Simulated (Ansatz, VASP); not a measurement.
# Ti: VASP beside Ansatz

```xyz
1
Lattice="-1.6410 1.6410 1.6082 1.6410 -1.6410 1.6082 1.6410 1.6410 -1.6082" Properties=species:S:1:pos:R:3 pbc="T T T"
Ti    0.0000    0.0000    0.0000
```

Change from the starting cell: zz strain of -2 %, crystal datasets.

Alike in both runs: task electric field gradients; functional PBEsol; k mesh 14 × 14 × 14; occupations fermi-dirac, width 0.05 eV; no spin polarisation.

|  | VASP | Ansatz |
| --- | --- | --- |
| version | VASP 6.6.1 | Ansatz 0.2.0 |
| potentials or method | VASP PAW PBE potentials, release 64 (Ti_sv), cutoff 400 eV | all-electron PAW with datasets made for the crystal, scalar-relativistic |

|  | VASP | Ansatz | Ansatz less VASP |
| --- | --- | --- | --- |
| pressure (GPa) | -5.6 | -4.8 | +0.85 |
| traceless stress, the component that is largest in VASP (GPa) | -0.45 | -0.45 | 0.000 |
| size of Vzz on the site where it differs most (V/Å²) | 0.4 | 0.4 | 0.00 |

VASP's potentials were made for PBE, not for PBEsol. Ansatz ran all-electron here, and VASP with PAW potentials.
